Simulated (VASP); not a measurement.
**La: single point with PBEsol**

Crystal: La.

```
CELL_PARAMETERS angstrom
0.00000 2.56314 2.56314
2.56314 0.00000 2.56314
2.56314 2.56314 0.00000
ATOMIC_POSITIONS crystal
La 0.00000 0.00000 0.00000
```

- Program: VASP 6.6.1
- Task: single point
- Functional: PBEsol
- Potentials or basis: VASP PAW PBE potentials, release 64 (La)
- Cutoff: 520 eV
- k mesh: 11 × 11 × 11
- Occupations: fermi-dirac, width 0.136057 eV
- Spin: no spin polarisation

The pressure is 0.4 GPa.

Levels at points of the mesh, in eV from the Fermi level:
| k point | band 1 | band 2 | band 3 | band 4 | band 5 | band 6 | band 7 | band 8 | band 9 | band 10 |
| --- | --- | --- | --- | --- | --- | --- | --- | --- | --- | --- |
| (0.00, 0.00, 0.00) | -32.70 | -15.40 | -15.40 | -15.40 | -3.14 | 1.43 | 1.57 | 1.57 | 1.57 | 2.05 |

Wall time 37 s on 1 thread of Intel Xeon 8259CL, with other jobs on the host, peak memory 0.18 GiB.

Caveat: the PAW data sets were made with another functional, which shifts forces and pressure a little; spin-orbit coupling is left out, which moves the levels of the heavy elements.
